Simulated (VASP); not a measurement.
# Ir (I4/mmm) in VASP: notebook

Runs on Ir. Level: LDA. Tasks: single point.

All numbers are computed with VASP 6.6.1; they aren't measurements. Logs are shortened: lines on timing, memory, paths and dates and some standing lists are left out, and cuts for length are marked.

## 1. The cell of the first run

Symmetry: I4/mmm, No. 139, tetragonal system. Conventional cell: a = 2.715 Å, b = 2.715 Å, c = 3.724 Å, α = 90.00°, β = 90.00°, γ = 90.00°. Within 3.5 Å of Ir (site symmetry 4/mmm) lie 12 Ir at 2.67 to 2.71 Å.

## 2. Single point, LDA (strain -0.0300 x Voigt [0, 0, 1, 0, 0, 0])

INCAR reads:

```
  PREC = Accurate
  ENCUT = 520
  EDIFF = 1E-6
  ISMEAR = 0
  SIGMA = 0.15
  LREAL = False
  LASPH = True
  NELM = 100
  ALGO = Fast
  ISIF = 2
  LWAVE = False
  LCHARG = False
  GGA = CA
  NBANDS = 10
```

KPOINTS reads:

```
Automatic mesh
0
Gamma
  8 8 8
```

POSCAR reads:

```
Ir
1.0
    0.0000000000      1.9197000000      1.8621090000
    1.9197000000      0.0000000000      1.8621090000
    1.9197000000      1.9197000000      0.0000000000
Ir
1
Direct
    0.0000000000      0.0000000000      0.0000000000
```

Potentials or basis: VASP PAW LDA potentials, release 64 (Ir).

Started as:

```bash
cat potpaw_LDA.64/Ir/POTCAR > POTCAR
mpirun -np 1 vasp_std > vasp.out
```

OUTCAR:

```text
PREC = Accurate
   ENCUT = 520
   EDIFF = 1E-6
   ISMEAR = 0
   LREAL = False
   LASPH = True
   NELM = 100
   ISIF = 2
   GGA = CA

 ion  position               nearest neighbor table
   1  0.000  0.000  0.000-

  LATTYP: Found a body centered tetragonal cell.
 ALAT       =     2.7148657757
 C/A-ratio  =     1.3717871555

  Lattice vectors:

 A1 = (   0.0000000000,  -1.9197000000,  -1.8621090000)
 A2 = (   0.0000000000,   1.9197000000,  -1.8621090000)
 A3 = (   1.9197000000,   0.0000000000,   1.8621090000)

Analysis of symmetry for initial positions (statically):
=====================================================================
 Subroutine PRICEL returns:
 Original cell was already a primitive cell.

 Routine SETGRP: Setting up the symmetry group for a
 body centered tetragonal supercell.

 Subroutine GETGRP returns: Found 16 space group operations
 (whereof 16 operations were pure point group operations)
 out of a pool of 16 trial point group operations.

The static configuration has the point symmetry D_4h.

Analysis of symmetry for dynamics (positions and initial velocities):
=====================================================================
 Subroutine PRICEL returns:
 Original cell was already a primitive cell.

 Routine SETGRP: Setting up the symmetry group for a
 body centered tetragonal supercell.

 Subroutine GETGRP returns: Found 16 space group operations
 (whereof 16 operations were pure point group operations)
 out of a pool of 16 trial point group operations.

The dynamic configuration has the point symmetry D_4h.

 Subroutine INISYM returns: Found 16 space group operations
 (whereof 16 operations are pure point group operations),
 and found     1 'primitive' translations

----------------------------------------------------------------------------------------

                                     Primitive cell

  volume of cell :      13.7247

  direct lattice vectors                    reciprocal lattice vectors
     0.000000000  1.919700000  1.862109000    -0.260457363  0.260457363  0.268512745
     1.919700000  0.000000000  1.862109000     0.260457363 -0.260457363  0.268512745
     1.919700000  1.919700000  0.000000000     0.260457363  0.260457363 -0.268512745

  length of vectors
     2.674452845  2.674452845  2.714865776     0.455823618  0.455823618  0.455823618

  position of ions in fractional coordinates (direct lattice)
     0.000000000  0.000000000  0.000000000

  ion indices of the primitive-cell ions
   primitive index   ion index
                 1           1

----------------------------------------------------------------------------------------

 KPOINTS: Automatic mesh

Automatic generation of k-mesh.
 Grid dimensions read from file:
 generate k-points for:    8    8    8

 Generating k-lattice:

  Cartesian coordinates                     Fractional coordinates (reciprocal lattice)
    -0.032557170  0.032557170  0.033564093     0.125000000  0.000000000  0.000000000
     0.032557170 -0.032557170  0.033564093     0.000000000  0.125000000  0.000000000
     0.032557170  0.032557170 -0.033564093     0.000000000  0.000000000  0.125000000

  Length of vectors
     0.056977952  0.056977952  0.056977952

  Shift w.r.t. Gamma in fractional coordinates (k-lattice)
     0.000000000  0.000000000  0.000000000

 Subroutine IBZKPT returns following result:
 ===========================================

 Found     59 irreducible k-points:

 Following reciprocal coordinates:
            Coordinates               Weight
  0.000000  0.000000  0.000000      1.000000
  0.125000 -0.000000  0.000000      8.000000
  0.250000 -0.000000  0.000000      8.000000
  0.375000 -0.000000  0.000000      8.000000
  0.500000 -0.000000  0.000000      4.000000
  0.125000  0.125000  0.000000      2.000000
[... 16 lines left out ...]
  0.250000 -0.000000  0.125000     16.000000
  0.375000 -0.000000  0.125000     16.000000
 [... further k-points ...]
   k-points           NKPTS =     59   k-points in BZ     NKDIM =     59   number of bands    NBANDS=     10
   number of dos      NEDOS =    301   number of ions     NIONS =      1
   total plane-waves  NPLWV =   8000
   dimension x,y,z NGX =    20 NGY =   20 NGZ =   20
   dimension x,y,z NGXF=    40 NGYF=   40 NGZF=   40
   ions per type =               1
   NGX,Y,Z   is equivalent  to a cutoff of  12.43, 12.43, 12.25 a.u.
   NGXF,Y,Z  is equivalent  to a cutoff of  24.86, 24.86, 24.49 a.u.
 SYSTEM =  unknown system
   PREC   = accura    normal or accurate (medium, high low for compatibility)
   ISTART =      0    job   : 0-new  1-cont  2-samecut
   ICHARG =      2    charge: 1-file 2-atom 10-const
   ISPIN  =      1    spin polarized calculation?
   LNONCOLLINEAR =      F non collinear calculations
   LSORBIT =      F    spin-orbit coupling
   LASPH  =      T    aspherical Exc in radial PAW
   ENCUT  =  520.0 eV  38.22 Ry    6.18 a.u.   4.97  4.97  5.05*2*pi/ulx,y,z
   NELM   =    100;   NELMIN=  2; NELMDL= -5     # of ELM steps
   EDIFF  = 0.1E-05   stopping-criterion for ELM
   LREAL  =      F    real-space projection
[... 7 lines left out ...]
   TEBEG  =    0.0;   TEEND  =   0.0 temperature during run
   PSTRESS=    0.0 pullay stress
   NELECT =       9.0000    total number of electrons
   NUPDOWN=      -1.0000    fix difference up-down
   EMIN   =  10.00;   EMAX   =-10.00  energy-range for DOS
   EFERMI =   0.00;   METHOD = LEGACY
   ISMEAR =     0;   SIGMA  =   0.15  broadening in eV -4-tet -1-fermi 0-gaus
   EFERMI_NEDOS =   21; number of points for ismear=-14 and -15
   IALGO  =     68    algorithm
   IMIX   =      4    mixing-type and parameters
     AMIX     =   0.40;   BMIX     =  1.00
     AMIX_MAG =   1.60;   BMIX_MAG =  1.00
  volume/ion in A,a.u.               =      13.72        92.62
  Fermi-wavevector in a.u.,A,eV,Ry     =   1.422291  2.687740 27.523376  2.022911
  Thomas-Fermi vector in A             =   2.543010
   LORBIT       =      0    0 simple, 1 ext, 2 COOP (PROOUT), +10 PAW based schemes
   GGA     = CA    functional components
   LHFCALC =     F    Hartree Fock is set to
   AEXX    =    0.0000 exact exchange contribution
   IVDW    =     0    specifies the selected vdW correction
   LEPSILON=     F    determine dielectric tensor
   LRPA    =     F    only Hartree local field effects (RPA)
 non-spin polarized calculation
 RMM-DIIS sequential band-by-band and
 Gauss-broadening in eV      SIGMA  =   0.15
  energy-cutoff  :      520.00
  volume of cell :       13.72
 maximum number of plane-waves:       380
   NGX =  9   NGY =  9   NGZ =  9

 number of electron       9.0000001 magnetization

 Free energy of the ion-electron system (eV)
  ---------------------------------------------------
  ext. energy  EPLUGINS =         0.00000000
  ---------------------------------------------------
  free energy    TOTEN  =       -10.23864080 eV

  energy without entropy =      -10.21847433  energy(sigma->0) =      -10.22855757

 E-fermi :  10.8966     XC(G=0): -14.3144

 val. band max:       10.8561298937   @ k =   0.5000   0.0000   0.3750
 cond. band min:      10.8981760296   @ k =  -0.3750   0.1250   0.0000
 fundamental gap:      0.0420461359
 Fermi energy:        10.8965922506

 k-point     1 :       0.0000    0.0000    0.0000
  band No.  band energies     occupation
      1      -0.5811      2.00000
      2       6.6195      2.00000
      3       6.6195      2.00000
      4       7.0315      2.00000
      5       9.3454      2.00000
      6       9.8891      2.00000
      7      25.1347      0.00000
      8      30.5222      0.00000
      9      30.5222      0.00000
     10      31.5580      0.00000

 k-point     2 :       0.1250   -0.0000    0.0000
  band No.  band energies     occupation
      1       0.1133      2.00000
      2       6.3926      2.00000
      3       6.8891      2.00000
      4       7.2046      2.00000
      5       9.2340      2.00000
      6       9.6946      2.00000
      7      26.2907      0.00000
      8      28.2848      0.00000
      9      31.6800      0.00000
     10      32.3751      0.00000

 k-point     3 :       0.2500   -0.0000    0.0000
  band No.  band energies     occupation
      1       1.6730      2.00000
      2       6.2459      2.00000
      3       7.0241      2.00000
      4       7.4291      2.00000
      5       9.7162      2.00000
      6       9.8765      2.00000
      7      24.7916      0.00000
      8      27.8209      0.00000
      9      34.5977      0.00000
     10      35.1279      0.00000

 k-point     4 :       0.3750   -0.0000    0.0000
  band No.  band energies     occupation
      1       2.4076      2.00000
      2       6.6406      2.00000
      3       7.0896      2.00000
      4       8.0789      2.00000
      5      11.0121      0.27598
      6      11.1298      0.02788
      7      21.0777      0.00000
      8      25.6748      0.00000
      9      32.4239      0.00000
     10      32.8354      0.00000

 k-point     5 :       0.5000   -0.0000    0.0000
  band No.  band energies     occupation
      1       2.4079      2.00000
      2       6.4379      2.00000
      3       6.8888      2.00000
      4      10.0681      2.00000
      5      11.6885      0.00000
      6      11.9344      0.00000
      7      18.4476      0.00000
      8      24.6597      0.00000
      9      30.6024      0.00000
     10      31.1471      0.00000

 k-point     6 :       0.1250    0.1250    0.0000
  band No.  band energies     occupation
      1       0.3886      2.00000
      2       6.2744      2.00000
      3       7.1644      2.00000
      4       7.1644      2.00000
      5       9.0950      2.00000
      6       9.6564      2.00000
      7      26.8191      0.00000
      8      29.3589      0.00000
      9      30.9425      0.00000
     10      30.9425      0.00000

 k-point     7 :       0.2500    0.1250    0.0000
  band No.  band energies     occupation
      1       1.7689      2.00000
      2       5.6310      2.00000
      3       7.4880      2.00000
      4       7.5855      2.00000
      5       9.0015      2.00000
      6      10.1780      2.00000
      7      26.5298      0.00000
      8      28.6633      0.00000
      9      31.5283      0.00000
     10      32.5717      0.00000

 k-point     8 :       0.3750    0.1250    0.0000
  band No.  band energies     occupation
      1       2.8983      2.00000
      2       6.2018      2.00000
      3       6.8379      2.00000
      4       7.3560      2.00000
      5      10.9800      0.43168
      6      11.3877      0.00000
      7      22.5789      0.00000
      8      27.2850      0.00000
      9      30.6249      0.00000
     10      32.8761      0.00000

 k-point     9 :       0.5000    0.1250    0.0000
  band No.  band energies     occupation
      1       2.9781      2.00000
      2       6.3156      2.00000
      3       7.0180      2.00000
      4       8.0936      2.00000
      5      11.9647      0.00000
      6      13.5639      0.00000
      7      18.5224      0.00000
      8      25.9976      0.00000
      9      29.8062      0.00000
     10      30.4597      0.00000
[... 118 lines left out ...]
 k-point    19 :       0.5000    0.3750    0.0000
  band No.  band energies     occupation
      1       3.0440      2.00000
      2       3.5839      2.00000
      3       9.5900      2.00000
      4      10.7573      1.81102
      5      12.1721      0.00000
      6      14.7879      0.00000
      7      20.5899      0.00000
      8      24.0144      0.00000
      9      24.6918      0.00000
     10      32.8251      0.00000

 k-point    20 :      -0.3750    0.3750    0.0000
  band No.  band energies     occupation
      1       3.5854      2.00000
      2       4.5113      2.00000
      3       8.0331      2.00000
      4       9.9048      2.00000
      5      11.4514      0.00000
      6      17.1597      0.00000
      7      19.1055      0.00000
      8      23.2322      0.00000
      9      26.3353      0.00000
     10      32.1711      0.00000

 k-point    21 :       0.5000    0.5000    0.0000
  band No.  band energies     occupation
      1       2.6123      2.00000
      2       3.1210      2.00000
      3      11.7843      0.00000
      4      12.4278      0.00000
      5      12.4278      0.00000
      6      13.0384      0.00000
      7      22.3270      0.00000
      8      22.3270      0.00000
      9      22.3792      0.00000
     10      32.3509      0.00000

 k-point    22 :       0.1250    0.0000    0.1250
  band No.  band energies     occupation
      1       0.3322      2.00000
      2       5.9661      2.00000
      3       7.2049      2.00000
      4       7.5340      2.00000
      5       8.6653      2.00000
      6      10.0386      2.00000
      7      26.7253      0.00000
      8      29.2731      0.00000
      9      30.8043      0.00000
     10      31.7226      0.00000

 k-point    23 :       0.2500   -0.0000    0.1250
  band No.  band energies     occupation
      1       1.6814      2.00000
      2       5.4859      2.00000
      3       7.2707      2.00000
      4       7.8747      2.00000
      5       8.9200      2.00000
      6      10.3816      2.00000
      7      26.7239      0.00000
      8      28.5720      0.00000
      9      31.5624      0.00000
     10      32.5056      0.00000

 k-point    24 :       0.3750   -0.0000    0.1250
  band No.  band energies     occupation
      1       2.8574      2.00000
      2       6.1715      2.00000
      3       6.5077      2.00000
      4       7.6982      2.00000
      5      10.9721      0.47662
      6      11.3368      0.00003
      7      22.6958      0.00000
      8      27.1263      0.00000
      9      30.9743      0.00000
     10      32.5966      0.00000

 [... further k-points ...]

------------------------ aborting loop because EDIFF is reached ----------------------------------------

  FORCE on cell =-STRESS in cart. coord.  units (eV):
  Direction    XX          YY          ZZ          XY          YZ          ZX
  --------------------------------------------------------------------------------------
  -------------------------------------------------------------------------------------
  Total        0.3319352      0.3319352      1.3542994      0.0000000      0.0000000      0.0000000
  in kB       38.7491385     38.7491385    158.0969287      0.0000000      0.0000000      0.0000000
  external PRESSURE =      78.5317352 kB  Pullay stress =       0.0000000 kB

 VOLUME and BASIS-vectors are now :
 -----------------------------------------------------------------------------
  energy-cutoff  :      520.00
  volume of cell :       13.72
      direct lattice vectors                 reciprocal lattice vectors
     0.000000000  1.919700000  1.862109000    -0.260457363  0.260457363  0.268512745
     1.919700000  0.000000000  1.862109000     0.260457363 -0.260457363  0.268512745
     1.919700000  1.919700000  0.000000000     0.260457363  0.260457363 -0.268512745

 POSITION                                       TOTAL-FORCE (eV/Angst)
 -----------------------------------------------------------------------------------
      0.00000      0.00000      0.00000         0.000000      0.000000      0.000000
 -----------------------------------------------------------------------------------
    total drift:                                0.000000     -0.000000     -0.000000

  FREE ENERGIE OF THE ION-ELECTRON SYSTEM (eV)
  ---------------------------------------------------
  free  energy   TOTEN  =       -10.2386408005 eV

  energy  without entropy=      -10.2184743306  energy(sigma->0) =      -10.22855757
```

Run time: 24 s. Hardware: 1 thread of Intel Xeon 8259CL, shared host; peak memory 0.12 GiB.

Results:

```
Free energy : -10.2386 eV
Pressure    : 7.9 GPa
```

Stress tensor (GPa, compression positive):
```
 3.87  0.00  0.00
 0.00  3.87  0.00
 0.00  0.00 15.81
```

Levels at points of the mesh, in eV from the Fermi level:
```tsv
k point	band 1	band 2	band 3	band 4	band 5	band 6	band 7	band 8	band 9
(0.00, 0.00, 0.00)	-11.48	-4.28	-4.28	-3.87	-1.55	-1.01	14.24	19.63	19.63
(0.50, 0.00, 0.00)	-8.49	-4.46	-4.01	-0.83	0.79	1.04	7.55	13.76	19.71
(0.50, 0.50, 0.00)	-8.28	-7.78	0.89	1.53	1.53	2.14	11.43	11.43	11.48
(0.50, 0.00, 0.50)	-8.32	-7.73	0.91	1.30	1.48	1.69	10.63	11.81	12.19
```

Caveat: the cell differs from its parent crystal (strain -0.0300 x Voigt [0, 0, 1, 0, 0, 0]); spin-orbit coupling is left out, which moves the levels of the heavy elements.

(Continued in part 2 of 2.)
